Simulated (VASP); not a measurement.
Set up this calculation in VASP 6.6.1, as the native input.

```
Task                               : single point
Functional                         : HSE06
Potentials or basis                : VASP PAW PBE potentials, release 64 (K_sv, I)
Cutoff                             : 520 eV
k mesh                             : 4 × 4 × 4
Occupations                        : gaussian, width 0.01 eV
Spin                               : no spin polarisation
Dipole correction                  : no
Grid for exact exchange (PRECFOCK) : Normal
Further INCAR settings             : ALGO = Normal; EDIFF = 1e-06; NBANDS = 15
Screening parameter                : 0.2079 1/Å
```

Crystal: KI.

```
CELL_PARAMETERS angstrom
4.45185 0.00000 0.00000
0.00000 4.45185 0.00000
0.00000 0.00000 4.26797
ATOMIC_POSITIONS crystal
K 0.00000 0.00000 0.00000
I 0.50000 0.50000 0.50000
```

This cell differs from its parent crystal: epitaxial xy strain +3.8%.

One way to write it, as run:

POSCAR

```
KI
1.0
    4.4518504101      0.0000000000      0.0000000000
    0.0000000000      4.4518504101      0.0000000000
    0.0000000000      0.0000000000      4.2679716329
K I
1 1
Direct
    0.0000000000      0.0000000000      0.0000000000
    0.5000000000      0.5000000000      0.5000000000
```

INCAR.step1

```
SYSTEM = KI
PREC = Accurate
ENCUT = 520
EDIFF = 1E-5
ISMEAR = 0
SIGMA = 0.01
LREAL = .FALSE.
LASPH = .TRUE.
NELM = 80
ALGO = Normal
ISIF = 2
LWAVE = .TRUE.
LCHARG = .FALSE.
GGA = PE
NBANDS = 15
```

INCAR.step2

```
SYSTEM = KI
PREC = Accurate
ENCUT = 520
EDIFF = 1E-6
ISMEAR = 0
SIGMA = 0.01
LREAL = .FALSE.
LASPH = .TRUE.
NELM = 80
ALGO = Normal
ISIF = 2
LWAVE = .FALSE.
LCHARG = .FALSE.
GGA = PE
LHFCALC = .TRUE.
HFSCREEN = 0.2079
PRECFOCK = Normal
ISTART = 1
NBANDS = 15
```

KPOINTS

```
regular mesh
0
G
  4 4 4
  0 0 0
```

Potentials or basis: VASP PAW PBE potentials, release 64 (K_sv, I).

Command:

```sh
$ cat potpaw_PBE.64/K_sv/POTCAR potpaw_PBE.64/I/POTCAR > POTCAR
$ cp INCAR.step1 INCAR
$ mpirun -np 1 vasp_std > vasp.out
$ cp INCAR.step2 INCAR
$ mpirun -np 1 vasp_std > vasp.out
```

Results of the run:

| Property | Result |
| --- | --- |
| Pressure | -0.5 GPa |
| Band gap on the k mesh | 3.96 eV, indirect (least direct gap 4.26 eV) |

Caveat: the cell differs from its parent crystal (epitaxial xy strain +3.8%); the PAW data sets were made with another functional, which shifts forces and pressure a little; spin-orbit coupling is left out, which moves the levels of the heavy elements.

Run time: 11 min on 1 thread of AMD EPYC 9R45 96-Core Processor (Zen 5), on a shared host, peak memory 0.29 GiB.
